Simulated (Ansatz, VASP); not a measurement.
# InSe: VASP beside Ansatz

INCAR

```
SYSTEM = InSe
PREC = Accurate
ENCUT = 520
EDIFF = 1E-6
ISMEAR = -1
SIGMA = 0.02
LREAL = .False.
LASPH = .True.
NELM = 100
ALGO = Normal
ISIF = 2
LWAVE = .False.
LCHARG = .True.
GGA = PS
LELF = .True.
LVHAR = .True.
NBANDS = 27
```

Contents of KPOINTS:

```
regular mesh
0
Gamma
  7 7 6
  0 0 0
```

File POSCAR:

```
InSe
1.0
    5.8473526766     -1.9963209732      0.0381290268
    5.8884526766      2.1136790268      0.0792290268
   -1.5561791321      0.0272424071      4.3076622494
In Se
2 2
Direct
    0.8840000000      0.8840000000      0.0050000000
    0.1160000000      0.1160000000      0.9950000000
    0.6600000000      0.6600000000      0.6420000000
    0.3400000000      0.3400000000      0.3580000000
```

Input for Ansatz:

```yaml
crystal:
  lattice:
    - [5.8473526766, -1.9963209732, 0.0381290268]
    - [5.8884526766, 2.1136790268, 0.0792290268]
    - [-1.5561791321, 0.0272424071, 4.3076622494]
  atoms:
    - { symbol: In, position: [0.884, 0.884, 0.005] }
    - { symbol: In, position: [0.116, 0.116, 0.995] }
    - { symbol: Se, position: [0.66, 0.66, 0.642] }
    - { symbol: Se, position: [0.34, 0.34, 0.358] }
kpoints:
  mp_grid: { grid: [7, 7, 6] }
  band_path:
    path:
      - [0.0, 0.0, 0.0]
      - [0.0, 0.0, -0.5]
      - [0.0, -0.5, 0.0]
      - [0.0, 0.0, 0.0]
      - [-0.5, -0.5, 0.0]
      - [-0.5, 0.0, 0.5]
      - [0.0, 0.0, 0.0]
      - [-0.5, 0.0, 0.0]
      - [-0.5, -0.5, 0.5]
    npoints: 5
scf:
  occupations: { method: fermi_dirac, width: 0.02 }
hamiltonian:
  xc: pbesol
  pseudopotentials: { kind: all_electron, lapw: { basis_error: 0.0005 } }
output:
  forces: true
  stress: true
  eigenvalues: true
```

Change from the starting cell: equal xy, yz and zx shear strains of +2 %.

Alike in both runs: task single point; functional PBEsol; k mesh 7 × 7 × 6; occupations fermi-dirac, width 0.02 eV; no spin polarisation.

|  | VASP | Ansatz |
| --- | --- | --- |
| version | VASP 6.6.1 | Ansatz 0.2.0 |
| potentials or method | VASP PAW PBE potentials, release 64 (In_d, Se), cutoff 520 eV | all-electron LAPW, scalar-relativistic |

VASP gave:

| Property | Result |
| --- | --- |
| gap on the k mesh at the Fermi level (eV) | 0.80 |
| pressure (GPa) | -0.2 |
| traceless stress, the component that is largest in VASP (GPa) | 1.74 |
| rms of the force components (eV/Å) | 0.306 |

Problem. What did Ansatz give for the same quantities?

Solution. gap on the k mesh at the Fermi level (eV): 0.80; pressure (GPa): -0.3; traceless stress, the component that is largest in VASP (GPa): 1.74; rms of the force components (eV/Å): 0.308.

VASP's potentials were made for PBE, not for PBEsol. Atom by atom the forces differ by 0.009 eV/Å (rms over components). Ansatz ran all-electron here, and VASP with PAW potentials.
